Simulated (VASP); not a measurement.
# MgO (Fm-3m) in VASP: notebook

Runs on MgO. Level: LDA. Tasks: single point.

Program: VASP 6.6.1. These are calculated values, not measurements. Logs are shortened: lines on timing, memory, paths and dates and some standing lists are left out, and cuts for length are marked.

**What was measured.**

From “Electronic structure of alkaline earth and post-transition metal oxides”, 2009, arxiv:0908.1581, for a bulk crystal of MgO: band gap 7.83 eV.

The results are compared with them further down.

## Step 1: The cell of the first run

It takes space group Fm-3m (No. 225, cubic). The conventional cell has a = 4.159 Å, b = 4.159 Å, c = 4.159 Å, α = 90.00°, β = 90.00°, γ = 90.00°. Within 2.8 Å of Mg (site symmetry m-3m) lie 6 O at 2.08 Å. Within 2.8 Å of O (site symmetry m-3m) lie 6 Mg at 2.08 Å.

## Step 2: Single point, LDA

INCAR reads:

```
SYSTEM = MgO
PREC     = Accurate       ! precision mode
ENCUT    = 520            ! plane-wave cutoff, eV
EDIFF    = 1E-6           ! SCF threshold, eV
ISMEAR   = 0              ! smearing method
SIGMA    = 0.01           ! smearing width, eV
LREAL    = .FALSE.        ! projectors in reciprocal space
LASPH    = .TRUE.         ! aspherical terms in the spheres
NELM     = 60             ! most SCF steps
ALGO     = Normal         ! electronic algorithm
ISIF     = 2              ! what is computed and relaxed
LWAVE    = .FALSE.        ! write WAVECAR
LCHARG   = .FALSE.        ! write CHGCAR
NBANDS   = 11             ! bands
```

KPOINTS reads:

```
regular mesh
0
G
  10 10 10
  0 0 0
```

POSCAR reads:

```
MgO
1.0
    0.0000000000      2.0795922133      2.0795922133
    2.0795922133      0.0000000000      2.0795922133
    2.0795922133      2.0795922133      0.0000000000
Mg O
1 1
Direct
    0.0000000000      0.0000000000      0.0000000000
    0.5000000000      0.5000000000      0.5000000000
```

Potentials or basis: VASP PAW LDA potentials, release 64 (Mg, O).

On the command line:

```console
$ cat potpaw_LDA.64/Mg/POTCAR potpaw_LDA.64/O/POTCAR > POTCAR
$ mpirun -np 1 vasp_std > vasp.out
```

OUTCAR:

```text
SYSTEM = MgO
   PREC = Accurate
   ENCUT = 520
   EDIFF = 1E-6
   ISMEAR = 0
   LREAL = .FALSE.
   LASPH = .TRUE.
   NELM = 60
   ISIF = 2

 ion  position               nearest neighbor table
   1  0.000  0.000  0.000-   2 2.08   2 2.08   2 2.08   2 2.08   2 2.08   2 2.08
   2  0.500  0.500  0.500-   1 2.08   1 2.08   1 2.08   1 2.08   1 2.08   1 2.08

  LATTYP: Found a face centered cubic cell.
 ALAT       =     4.1591844266

  Lattice vectors:

 A1 = (   0.0000000000,   2.0795922133,   2.0795922133)
 A2 = (   2.0795922133,   0.0000000000,   2.0795922133)
 A3 = (   2.0795922133,   2.0795922133,   0.0000000000)

Analysis of symmetry for initial positions (statically):
=====================================================================
 Subroutine PRICEL returns:
 Original cell was already a primitive cell.

 Routine SETGRP: Setting up the symmetry group for a
 face centered cubic supercell.

 Subroutine GETGRP returns: Found 48 space group operations
[... 9 lines left out ...]

 Routine SETGRP: Setting up the symmetry group for a
 face centered cubic supercell.

 Subroutine GETGRP returns: Found 48 space group operations
[... 11 lines left out ...]
                                     Primitive cell

  volume of cell :      17.9872

  direct lattice vectors                    reciprocal lattice vectors
     0.000000000  2.079592213  2.079592213    -0.240431752  0.240431752  0.240431752
     2.079592213  0.000000000  2.079592213     0.240431752 -0.240431752  0.240431752
     2.079592213  2.079592213  0.000000000     0.240431752  0.240431752 -0.240431752

  length of vectors
     2.940987512  2.940987512  2.940987512     0.416440011  0.416440011  0.416440011

  position of ions in fractional coordinates (direct lattice)
     0.000000000  0.000000000  0.000000000
     0.500000000  0.500000000  0.500000000

  ion indices of the primitive-cell ions
   primitive index   ion index
                 1           1
                 2           2

----------------------------------------------------------------------------------------

 KPOINTS: regular mesh

Automatic generation of k-mesh.
 Grid dimensions read from file:
 generate k-points for:   10   10   10

 Generating k-lattice:

  Cartesian coordinates                     Fractional coordinates (reciprocal lattice)
    -0.024043175  0.024043175  0.024043175     0.100000000  0.000000000  0.000000000
     0.024043175 -0.024043175  0.024043175     0.000000000  0.100000000  0.000000000
     0.024043175  0.024043175 -0.024043175     0.000000000  0.000000000  0.100000000

  Length of vectors
     0.041644001  0.041644001  0.041644001

  Shift w.r.t. Gamma in fractional coordinates (k-lattice)
     0.000000000  0.000000000  0.000000000

 Subroutine IBZKPT returns following result:
 ===========================================

 Found     47 irreducible k-points:

 Following reciprocal coordinates:
            Coordinates               Weight
  0.000000  0.000000  0.000000      1.000000
  0.100000  0.000000  0.000000      8.000000
  0.200000  0.000000  0.000000      8.000000
  0.300000  0.000000  0.000000      8.000000
  0.400000  0.000000  0.000000      8.000000
  0.500000  0.000000  0.000000      4.000000
[... 16 lines left out ...]
  0.300000  0.300000  0.000000      6.000000
  0.400000  0.300000  0.000000     24.000000
 [... further k-points ...]
   k-points           NKPTS =     47   k-points in BZ     NKDIM =     47   number of bands    NBANDS=     11
   number of dos      NEDOS =    301   number of ions     NIONS =      2
   total plane-waves  NPLWV =  13824
   dimension x,y,z NGX =    24 NGY =   24 NGZ =   24
   dimension x,y,z NGXF=    48 NGYF=   48 NGZF=   48
   ions per type =               1   1
   NGX,Y,Z   is equivalent  to a cutoff of  13.57, 13.57, 13.57 a.u.
   NGXF,Y,Z  is equivalent  to a cutoff of  27.13, 27.13, 27.13 a.u.
 SYSTEM =  MgO
   PREC   = accura    normal or accurate (medium, high low for compatibility)
   ISTART =      0    job   : 0-new  1-cont  2-samecut
   ICHARG =      2    charge: 1-file 2-atom 10-const
   ISPIN  =      1    spin polarized calculation?
   LNONCOLLINEAR =      F non collinear calculations
   LSORBIT =      F    spin-orbit coupling
   LASPH  =      T    aspherical Exc in radial PAW
   ENCUT  =  520.0 eV  38.22 Ry    6.18 a.u.   5.47  5.47  5.47*2*pi/ulx,y,z
   NELM   =     60;   NELMIN=  2; NELMDL= -5     # of ELM steps
   EDIFF  = 0.1E-05   stopping-criterion for ELM
   LREAL  =      F    real-space projection
   EDIFFG = 0.1E-04   stopping-criterion for IOM
   NSW    =      0    number of steps for IOM
   IBRION =     -1    ionic relax: 0-MD 1-quasi-New 2-CG
   NFREE  =      0    steps in history (QN), initial steepest desc. (CG)
   ISIF   =      2    stress and relaxation
   ISYM   =      2    0-nonsym 1-usesym 2-fastsym
   POTIM  = 0.5000    time-step for ionic-motion
   TEBEG  =    0.0;   TEEND  =   0.0 temperature during run
   PSTRESS=    0.0 pullay stress
   NELECT =       8.0000    total number of electrons
   NUPDOWN=      -1.0000    fix difference up-down
   EMIN   =  10.00;   EMAX   =-10.00  energy-range for DOS
   EFERMI =   0.00;   METHOD = LEGACY
   ISMEAR =     0;   SIGMA  =   0.01  broadening in eV -4-tet -1-fermi 0-gaus
   EFERMI_NEDOS =   21; number of points for ismear=-14 and -15
   IALGO  =     38    algorithm
   IMIX   =      4    mixing-type and parameters
     AMIX     =   0.40;   BMIX     =  1.00
     AMIX_MAG =   1.60;   BMIX_MAG =  1.00
  volume/ion in A,a.u.               =       8.99        60.69
  Fermi-wavevector in a.u.,A,eV,Ry     =   1.249635  2.361468 21.246702  1.561589
  Thomas-Fermi vector in A             =   2.383667
   LORBIT       =      0    0 simple, 1 ext, 2 COOP (PROOUT), +10 PAW based schemes
   GGA     = CA    functional components
   LHFCALC =     F    Hartree Fock is set to
   AEXX    =    0.0000 exact exchange contribution
   IVDW    =     0    specifies the selected vdW correction
   LEPSILON=     F    determine dielectric tensor
   LRPA    =     F    only Hartree local field effects (RPA)
 non-spin polarized calculation
 Gauss-broadening in eV      SIGMA  =   0.01
  energy-cutoff  :      520.00
  volume of cell :       17.99
 maximum number of plane-waves:       531
 NGX is ok and might be reduce to    24
   NGX = 11   NGY = 11   NGZ = 11

 number of electron       8.0000000 magnetization

 Free energy of the ion-electron system (eV)
  ---------------------------------------------------
  ext. energy  EPLUGINS =         0.00000000
  ---------------------------------------------------
  free energy    TOTEN  =       -13.44478343 eV

  energy without entropy =      -13.44478343  energy(sigma->0) =      -13.44478343

 E-fermi :   3.2520     XC(G=0): -11.7760

 val. band max:        3.1743467920   @ k =   0.0000   0.0000   0.0000
 cond. band min:       8.2093273555   @ k =   0.0000   0.0000   0.0000
 fundamental gap:      5.0349805635
 Fermi energy:         3.2519668846

 k-point     1 :       0.0000    0.0000    0.0000
  band No.  band energies     occupation
      1     -14.0314      2.00000
      2       3.1743      2.00000
      3       3.1743      2.00000
      4       3.1743      2.00000
      5       8.2093      0.00000
      6      18.9052      0.00000
      7      18.9052      0.00000
      8      18.9052      0.00000
      9      23.0300      0.00000
     10      24.7209      0.00000
     11      24.7209      0.00000

 k-point     2 :       0.1000    0.0000    0.0000
  band No.  band energies     occupation
      1     -13.9137      2.00000
      2       2.5075      2.00000
      3       3.1006      2.00000
      4       3.1006      2.00000
      5       8.8283      0.00000
      6      17.6691      0.00000
      7      19.1592      0.00000
      8      19.1592      0.00000
      9      24.0226      0.00000
     10      24.0226      0.00000
     11      24.7232      0.00000

 k-point     3 :       0.2000    0.0000    0.0000
  band No.  band energies     occupation
      1     -13.5891      2.00000
      2       1.1313      2.00000
      3       2.9140      2.00000
      4       2.9140      2.00000
      5       9.9976      0.00000
      6      16.1885      0.00000
      7      19.6862      0.00000
      8      19.6862      0.00000
      9      23.3361      0.00000
     10      23.3361      0.00000
     11      25.7125      0.00000

 k-point     4 :       0.3000    0.0000    0.0000
  band No.  band energies     occupation
      1     -13.1466      2.00000
      2      -0.2696      2.00000
      3       2.6951      2.00000
      4       2.6951      2.00000
      5      10.8587      0.00000
      6      15.5961      0.00000
      7      19.8569      0.00000
      8      19.8569      0.00000
      9      23.7786      0.00000
     10      23.7786      0.00000
     11      25.0936      0.00000

 k-point     5 :       0.4000    0.0000    0.0000
  band No.  band energies     occupation
      1     -12.7445      2.00000
      2      -1.3080      2.00000
      3       2.5265      2.00000
      4       2.5265      2.00000
      5      11.1278      0.00000
      6      15.7960      0.00000
      7      19.6681      0.00000
      8      19.6681      0.00000
      9      24.5132      0.00000
     10      25.0553      0.00000
     11      25.0553      0.00000
[... 211 lines left out ...]
 k-point    21 :      -0.3000    0.2000    0.0000
  band No.  band energies     occupation
      1     -12.6582      2.00000
      2      -0.6841      2.00000
      3       1.2486      2.00000
      4       2.4657      2.00000
      5      12.6171      0.00000
      6      15.1760      0.00000
      7      17.5054      0.00000
      8      20.6269      0.00000
      9      23.5011      0.00000
     10      24.4348      0.00000
     11      28.5214      0.00000

 k-point    22 :      -0.2000    0.2000    0.0000
  band No.  band energies     occupation
      1     -13.0157      2.00000
      2      -0.0588      2.00000
      3       1.7454      2.00000
      4       2.6888      2.00000
      5      11.8676      0.00000
      6      15.0666      0.00000
      7      18.4149      0.00000
      8      21.0881      0.00000
      9      21.6499      0.00000
     10      24.6643      0.00000
     11      28.2932      0.00000

 k-point    23 :       0.3000    0.3000    0.0000
  band No.  band energies     occupation
      1     -12.9215      2.00000
      2      -0.1208      2.00000
      3       2.1787      2.00000
      4       2.1787      2.00000
      5      12.2881      0.00000
      6      13.4428      0.00000
      7      17.7197      0.00000
      8      21.2631      0.00000
      9      21.2631      0.00000
     10      27.4397      0.00000
     11      31.0171      0.00000

 k-point    24 :       0.4000    0.3000    0.0000
  band No.  band energies     occupation
      1     -12.6398      2.00000
      2      -0.5809      2.00000
      3       1.7881      2.00000
      4       2.0227      2.00000
      5      12.8797      0.00000
      6      13.3092      0.00000
      7      16.9012      0.00000
      8      21.5319      0.00000
      9      21.7494      0.00000
     10      28.2100      0.00000
     11      30.6338      0.00000

 [... further k-points ...]

------------------------ aborting loop because EDIFF is reached ----------------------------------------

  FORCE on cell =-STRESS in cart. coord.  units (eV):
  Direction    XX          YY          ZZ          XY          YZ          ZX
  --------------------------------------------------------------------------------------
  -------------------------------------------------------------------------------------
  Total       -0.1889064     -0.1889064     -0.1889064      0.0000000     -0.0000000      0.0000000
  in kB      -16.8264564    -16.8264564    -16.8264564      0.0000000     -0.0000000      0.0000000
  external PRESSURE =     -16.8264564 kB  Pullay stress =       0.0000000 kB

 VOLUME and BASIS-vectors are now :
 -----------------------------------------------------------------------------
  energy-cutoff  :      520.00
  volume of cell :       17.99
      direct lattice vectors                 reciprocal lattice vectors
     0.000000000  2.079592213  2.079592213    -0.240431752  0.240431752  0.240431752
     2.079592213  0.000000000  2.079592213     0.240431752 -0.240431752  0.240431752
     2.079592213  2.079592213  0.000000000     0.240431752  0.240431752 -0.240431752

 POSITION                                       TOTAL-FORCE (eV/Angst)
 -----------------------------------------------------------------------------------
      0.00000      0.00000      0.00000        -0.000000     -0.000000      0.000000
      2.07959      2.07959      2.07959         0.000000      0.000000     -0.000000
 -----------------------------------------------------------------------------------
    total drift:                               -0.000000     -0.000000      0.000000

  FREE ENERGIE OF THE ION-ELECTRON SYSTEM (eV)
  ---------------------------------------------------
  free  energy   TOTEN  =       -13.4447834289 eV

  energy  without entropy=      -13.4447834289  energy(sigma->0) =      -13.44478343
```

Run time: 6.7 s. Hardware: 1 thread of Intel Xeon 8259CL, shared host; peak memory 0.13 GiB.

What came out:

* Free energy: -13.4448 eV
* Pressure: -1.7 GPa
* Band gap on the k mesh: 5.04 eV, direct

Levels at points of the mesh, in eV from the valence-band top:
```csv
k point,band 1,band 2,band 3,band 4,band 5,band 6,band 7,band 8,band 9
"(0.00, 0.00, 0.00)",-17.21,0.00,0.00,0.00,5.04,15.73,15.73,15.73,19.86
"(0.50, 0.00, 0.00)",-15.75,-4.87,-0.71,-0.71,7.97,12.83,16.39,16.39,21.13
"(0.50, 0.50, 0.00)",-15.47,-4.31,-1.43,-1.43,8.92,10.12,13.30,19.21,19.21
```

## Step 3: Single point, LDA

INCAR reads:

```
SYSTEM = MgO
ALGO     = Normal         ! electronic algorithm
EDIFF    = 1E-6           ! SCF threshold, eV
ENCUT    = 520            ! plane-wave cutoff, eV
GGA      = CA             ! functional
ISIF     = 2              ! what is computed and relaxed
ISMEAR   = 0              ! smearing method
LASPH    = .True.         ! aspherical terms in the spheres
LCHARG   = .False.        ! write CHGCAR
LREAL    = .False.        ! projectors in reciprocal space
LWAVE    = .False.        ! write WAVECAR
NBANDS   = 11             ! bands
NELM     = 100            ! most SCF steps
PREC     = Accurate       ! precision mode
SIGMA    = 0.01           ! smearing width, eV
```

KPOINTS reads:

```
k-points
0
Gamma
  10 10 10
  0 0 0
```

POSCAR is that of step 2.

Potentials or basis: VASP PAW LDA potentials, release 64 (Mg, O).

On the command line:

```console
$ cat potpaw_LDA.64/Mg/POTCAR potpaw_LDA.64/O/POTCAR > POTCAR
$ mpirun -np 1 vasp_std > vasp.out
```

OUTCAR:

```text
SYSTEM = MgO
   EDIFF = 1E-6
   ENCUT = 520
   GGA = CA
   ISIF = 2
   ISMEAR = 0
   LASPH = .True.
   LREAL = .False.
   NELM = 100
   PREC = Accurate

 ion  position               nearest neighbor table
   1  0.000  0.000  0.000-   2 2.08   2 2.08   2 2.08   2 2.08   2 2.08   2 2.08
   2  0.500  0.500  0.500-   1 2.08   1 2.08   1 2.08   1 2.08   1 2.08   1 2.08

  LATTYP: Found a face centered cubic cell.
 ALAT       =     4.1591844266

  Lattice vectors:

[... 525 lines left out ...]

  FORCE on cell =-STRESS in cart. coord.  units (eV):
  Direction    XX          YY          ZZ          XY          YZ          ZX
  --------------------------------------------------------------------------------------
  -------------------------------------------------------------------------------------
  Total       -0.1889064     -0.1889064     -0.1889064      0.0000000     -0.0000000      0.0000000
  in kB      -16.8264564    -16.8264564    -16.8264564      0.0000000     -0.0000000      0.0000000
  external PRESSURE =     -16.8264564 kB  Pullay stress =       0.0000000 kB

 VOLUME and BASIS-vectors are now :
 -----------------------------------------------------------------------------
  energy-cutoff  :      520.00
  volume of cell :       17.99
      direct lattice vectors                 reciprocal lattice vectors
     0.000000000  2.079592213  2.079592213    -0.240431752  0.240431752  0.240431752
     2.079592213  0.000000000  2.079592213     0.240431752 -0.240431752  0.240431752
     2.079592213  2.079592213  0.000000000     0.240431752  0.240431752 -0.240431752

 POSITION                                       TOTAL-FORCE (eV/Angst)
 -----------------------------------------------------------------------------------
      0.00000      0.00000      0.00000        -0.000000     -0.000000      0.000000
      2.07959      2.07959      2.07959         0.000000      0.000000     -0.000000
 -----------------------------------------------------------------------------------
    total drift:                               -0.000000     -0.000000      0.000000

  FREE ENERGIE OF THE ION-ELECTRON SYSTEM (eV)
  ---------------------------------------------------
  free  energy   TOTEN  =       -13.4447834289 eV

  energy  without entropy=      -13.4447834289  energy(sigma->0) =      -13.44478343
```

Run time: 8.5 s. Hardware: 1 thread of Intel Xeon 8259CL, shared host; peak memory 0.13 GiB.

What came out:

| Item | Value |
| --- | --- |
| Free energy | -13.4448 eV |
| Pressure | -1.7 GPa |
| Band gap on the k mesh | 5.04 eV, direct |

(Part 1 of 2 ends here.)
